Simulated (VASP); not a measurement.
# CuI (Marshite) (F-43m) in VASP: notebook

The runs below take CuI (Marshite) through single point, with LDA.

Program: VASP 6.6.1. These are calculated values, not measurements. Logs are shortened: lines on timing, memory, paths and dates and some standing lists are left out, and cuts for length are marked.

### Step 1. The cell of the first run

It takes space group F-43m (No. 216, cubic). Conventional cell: a = 5.897 Å, b = 5.897 Å, c = 5.897 Å, α = 90.00°, β = 90.00°, γ = 90.00°. Within 3.4 Å of Cu (site symmetry -43m) lie 4 I at 2.55 Å. Within 3.4 Å of I (site symmetry -43m) lie 4 Cu at 2.55 Å.

### Step 2. Single point, LDA

The input, INCAR:

```
SYSTEM = CuI
  ALGO = Normal
  EDIFF = 1E-6
  ENCUT = 600
  GGA = CA
  GGA_COMPAT = .False.
  ISIF = 2
  ISMEAR = 0
  LASPH = .True.
  LCHARG = .True.
  LELF = .True.
  LREAL = .False.
  LVHAR = .True.
  LWAVE = .False.
  NBANDS = 16
  NELM = 120
  PREC = Accurate
  SIGMA = 0.01
```

The input, KPOINTS:

```
k-points
0
Gamma
  6 6 6
  0 0 0
```

The input, POSCAR:

```
CuI
1.0
    0.0000000000      2.9484030267      2.9484030267
    2.9484030267      0.0000000000      2.9484030267
    2.9484030267      2.9484030267      0.0000000000
Cu I
1 1
Direct
    0.2500000000      0.2500000000      0.2500000000
    0.0000000000      0.0000000000      0.0000000000
```

Potentials or basis: VASP PAW LDA potentials, release 64 (Cu, I).

Command:

```
$ cat potpaw_LDA.64/Cu/POTCAR potpaw_LDA.64/I/POTCAR > POTCAR
$ mpirun -np 1 vasp_std > vasp.out
```

OUTCAR:

```text
SYSTEM = CuI
   EDIFF = 1E-6
   ENCUT = 600
   GGA = CA
   ISIF = 2
   ISMEAR = 0
   LASPH = .True.
   LREAL = .False.
   NELM = 120
   PREC = Accurate

 ion  position               nearest neighbor table
   1  0.250  0.250  0.250-   2 2.55   2 2.55   2 2.55   2 2.55
   2  0.000  0.000  0.000-   1 2.55   1 2.55   1 2.55   1 2.55

  LATTYP: Found a face centered cubic cell.
 ALAT       =     5.8968060534

  Lattice vectors:

 A1 = (   0.0000000000,   2.9484030267,   2.9484030267)
 A2 = (   2.9484030267,   0.0000000000,   2.9484030267)
 A3 = (   2.9484030267,   2.9484030267,   0.0000000000)

Analysis of symmetry for initial positions (statically):
=====================================================================
 Subroutine PRICEL returns:
 Original cell was already a primitive cell.

 Routine SETGRP: Setting up the symmetry group for a
 face centered cubic supercell.

 Subroutine GETGRP returns: Found 24 space group operations
 (whereof 24 operations were pure point group operations)
 out of a pool of 48 trial point group operations.

The static configuration has the point symmetry T_d .

Analysis of symmetry for dynamics (positions and initial velocities):
=====================================================================
 Subroutine PRICEL returns:
 Original cell was already a primitive cell.

 Routine SETGRP: Setting up the symmetry group for a
 face centered cubic supercell.

 Subroutine GETGRP returns: Found 24 space group operations
 (whereof 24 operations were pure point group operations)
 out of a pool of 48 trial point group operations.

The dynamic configuration has the point symmetry T_d .

 Subroutine INISYM returns: Found 24 space group operations
 (whereof 24 operations are pure point group operations),
 and found     1 'primitive' translations

----------------------------------------------------------------------------------------

                                     Primitive cell

  volume of cell :      51.2614

  direct lattice vectors                    reciprocal lattice vectors
     0.000000000  2.948403027  2.948403027    -0.169583329  0.169583329  0.169583329
     2.948403027  0.000000000  2.948403027     0.169583329 -0.169583329  0.169583329
     2.948403027  2.948403027  0.000000000     0.169583329  0.169583329 -0.169583329

  length of vectors
     4.169671548  4.169671548  4.169671548     0.293726942  0.293726942  0.293726942

[... 70 lines left out ...]
   NELM   =    120;   NELMIN=  2; NELMDL= -5     # of ELM steps
   EDIFF  = 0.1E-05   stopping-criterion for ELM
   LREAL  =      F    real-space projection
   EDIFFG = 0.1E-04   stopping-criterion for IOM
   NSW    =      0    number of steps for IOM
   IBRION =     -1    ionic relax: 0-MD 1-quasi-New 2-CG
   NFREE  =      0    steps in history (QN), initial steepest desc. (CG)
   ISIF   =      2    stress and relaxation
   ISYM   =      2    0-nonsym 1-usesym 2-fastsym
   POTIM  = 0.5000    time-step for ionic-motion
   TEBEG  =    0.0;   TEEND  =   0.0 temperature during run
   PSTRESS=    0.0 pullay stress
   NELECT =      18.0000    total number of electrons
   NUPDOWN=      -1.0000    fix difference up-down
   EMIN   =  10.00;   EMAX   =-10.00  energy-range for DOS
   EFERMI =   0.00;   METHOD = LEGACY
   ISMEAR =     0;   SIGMA  =   0.01  broadening in eV -4-tet -1-fermi 0-gaus
   EFERMI_NEDOS =   21; number of points for ismear=-14 and -15
   IALGO  =     38    algorithm
   IMIX   =      4    mixing-type and parameters
     AMIX     =   0.40;   BMIX     =  1.00
     AMIX_MAG =   1.60;   BMIX_MAG =  1.00
  volume/ion in A,a.u.               =      25.63       172.96
  Fermi-wavevector in a.u.,A,eV,Ry     =   1.154965  2.182567 18.149412  1.333944
  Thomas-Fermi vector in A             =   2.291597
   LORBIT       =      0    0 simple, 1 ext, 2 COOP (PROOUT), +10 PAW based schemes
   GGA     = CA    functional components
   LHFCALC =     F    Hartree Fock is set to
   AEXX    =    0.0000 exact exchange contribution
   IVDW    =     0    specifies the selected vdW correction
   LEPSILON=     F    determine dielectric tensor
   LRPA    =     F    only Hartree local field effects (RPA)
 non-spin polarized calculation
 Gauss-broadening in eV      SIGMA  =   0.01
  energy-cutoff  :      600.00
  volume of cell :       51.26
 maximum number of plane-waves:      1724
 NGX is ok and might be reduce to    36
   NGX = 17   NGY = 17   NGZ = 17

 number of electron      17.9999998 magnetization

 Free energy of the ion-electron system (eV)
  ---------------------------------------------------
  ext. energy  EPLUGINS =         0.00000000
  ---------------------------------------------------
  free energy    TOTEN  =        -6.99107075 eV

  energy without entropy =       -6.99107075  energy(sigma->0) =       -6.99107075

 E-fermi :   5.2018     XC(G=0):  -9.6835

 val. band max:        5.1267824864   @ k =   0.0000   0.0000   0.0000
 cond. band min:       6.3570168441   @ k =   0.0000   0.0000   0.0000
 fundamental gap:      1.2302343577
 Fermi energy:         5.2018149342

 k-point     1 :       0.0000    0.0000    0.0000
  band No.  band energies     occupation
      1      -9.3262      2.00000
      2       1.0890      2.00000
      3       1.0890      2.00000
      4       1.0890      2.00000
      5       2.8332      2.00000
      6       2.8332      2.00000
[... 281 lines left out ...]
      3       0.4554      2.00000
      4       0.9877      2.00000
      5       2.7664      2.00000
      6       2.7829      2.00000
[... 8 lines left out ...]
     15      17.0734      0.00000
     16      17.4719      0.00000

------------------------ aborting loop because EDIFF is reached ----------------------------------------

  FORCE on cell =-STRESS in cart. coord.  units (eV):
  Direction    XX          YY          ZZ          XY          YZ          ZX
  --------------------------------------------------------------------------------------
  -------------------------------------------------------------------------------------
  Total       -0.2255951     -0.2255951     -0.2255951     -0.0000000      0.0000000     -0.0000000
  in kB       -7.0509834     -7.0509834     -7.0509834     -0.0000000      0.0000000     -0.0000000
  external PRESSURE =      -7.0509834 kB  Pullay stress =       0.0000000 kB

 VOLUME and BASIS-vectors are now :
 -----------------------------------------------------------------------------
  energy-cutoff  :      600.00
  volume of cell :       51.26
      direct lattice vectors                 reciprocal lattice vectors
     0.000000000  2.948403027  2.948403027    -0.169583329  0.169583329  0.169583329
     2.948403027  0.000000000  2.948403027     0.169583329 -0.169583329  0.169583329
     2.948403027  2.948403027  0.000000000     0.169583329  0.169583329 -0.169583329

 POSITION                                       TOTAL-FORCE (eV/Angst)
 -----------------------------------------------------------------------------------
      1.47420      1.47420      1.47420        -0.000000     -0.000000     -0.000000
      0.00000      0.00000      0.00000         0.000000      0.000000      0.000000
 -----------------------------------------------------------------------------------
    total drift:                               -0.000000     -0.000000     -0.000000

  FREE ENERGIE OF THE ION-ELECTRON SYSTEM (eV)
  ---------------------------------------------------
  free  energy   TOTEN  =        -6.9910707454 eV

  energy  without entropy=       -6.9910707454  energy(sigma->0) =       -6.99107075
```

It took 27 s on 1 thread of Intel Xeon 8259CL, shared host; peak memory 0.18 GiB.

Results:

* Free energy: -6.9911 eV
* Pressure: -0.7 GPa
* Band gap on the k mesh: 1.23 eV, direct

Caveat: spin-orbit coupling is left out, which moves the levels of the heavy elements.

### Step 3. Single point, LDA

This run uses another cell than the first one, of 26.75 Å³/atom, 1.043 times its volume.

The input, INCAR:

```
SYSTEM = CuI
PREC = Accurate
ENCUT = 600
EDIFF = 1E-6
ISMEAR = 0
SIGMA = 0.01
LREAL = .FALSE.
LASPH = .TRUE.
NELM = 120
ALGO = Normal
ISIF = 2
LWAVE = .FALSE.
LCHARG = .FALSE.
NBANDS = 16
GGA_COMPAT = .FALSE.
```

The input, KPOINTS:

```
regular mesh
0
G
  6 6 6
  0 0 0
```

The input, POSCAR:

```
CuI
1.0
    0.0000000000      2.9905287613      2.9905287613
    2.9905287613      0.0000000000      2.9905287613
    2.9905287613      2.9905287613      0.0000000000
Cu I
1 1
Direct
    0.2500000000      0.2500000000      0.2500000000
    0.0000000000      0.0000000000      0.0000000000
```

Potentials or basis: VASP PAW LDA potentials, release 64 (Cu, I).

Command:

```
$ cat potpaw_LDA.64/Cu/POTCAR potpaw_LDA.64/I/POTCAR > POTCAR
$ mpirun -np 1 vasp_std > vasp.out
```

It took 34 s on 1 thread of Intel Xeon 8259CL, shared host; peak memory 0.18 GiB.

It converged, with:

```yaml
Free_energy: -6.9655 eV
Pressure: -2.7 GPa
Band_gap_on_the_k_mesh: 1.11 eV, direct
```

Levels at points of the mesh, in eV from the valence-band top:
| k point | band 5 | band 6 | band 7 | band 8 | band 9 | band 10 | band 11 | band 12 | band 13 | band 14 |
| --- | --- | --- | --- | --- | --- | --- | --- | --- | --- | --- |
| (0.00, 0.00, 0.00) | -2.10 | -2.10 | 0.00 | 0.00 | 0.00 | 1.11 | 4.82 | 4.82 | 4.82 | 8.04 |
| (0.50, 0.00, 0.00) | -2.07 | -2.07 | -2.02 | -0.79 | -0.79 | 2.10 | 5.37 | 5.37 | 7.31 | 9.13 |
| (0.50, 0.50, 0.00) | -2.13 | -2.03 | -2.01 | -1.69 | -1.69 | 2.54 | 2.83 | 9.33 | 9.92 | 9.92 |

Caveat: spin-orbit coupling is left out, which moves the levels of the heavy elements.
